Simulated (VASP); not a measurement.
A run of VASP 6.6.1 is set up as follows.

The input INCAR:

```
PREC = Accurate
ENCUT = 520
EDIFF = 1E-6
ISMEAR = 0
SIGMA = 0.01
LREAL = F
LASPH = T
NELM = 80
ALGO = Normal
ISIF = 2
LWAVE = F
LCHARG = F
GGA = PE
IBRION = 2
NSW = 65
EDIFFG = -0.025
```

The input KPOINTS:

```
regular mesh
0
Gamma
  3 3 3
```

The input POSCAR:

```
Ga7N5
1.0
    0.0000000000      0.0000000000      5.2431684262
    4.8275562260     -2.7871908866      0.0000000000
   -0.0000000001      5.5743817732      0.0000000000
Ga N
7 5
Direct
    0.4991348648      0.3333333333      0.3333333333
    0.4991348648      0.0000000000      0.6666666667
    0.4991348648      0.6666666667      1.0000000000
    0.9991348648      0.0000000000      0.3333333333
    0.9991348648      0.6666666667      0.6666666667
    0.9991348648      0.3333333333      1.0000000000
    0.8758651352      0.3333333333      0.3333333333
    0.8758651352      0.0000000000      0.6666666667
    0.8758651352      0.6666666667      1.0000000000
    0.3758651352      0.0000000000      0.3333333333
    0.3758651352      0.6666666667      0.6666666667
    0.3758651352      0.3333333333      1.0000000000
```

Potentials or basis: VASP PAW PBE potentials, release 64 (Ga_d, N).

Run with:

```sh
$ cat potpaw_PBE.64/Ga_d/POTCAR potpaw_PBE.64/N/POTCAR > POTCAR
$ mpirun -np 1 vasp_std > vasp.out
```

(1) What does it give for the energy gained by relaxing?

(2) What does it give for the band gap on the k mesh?

Results:

(1) 362.4 meV/atom.

(2) zero (bands 58 and 59 overlap by 0.28 eV).

Caveat: the k points lie up to 0.43 Å⁻¹ apart.
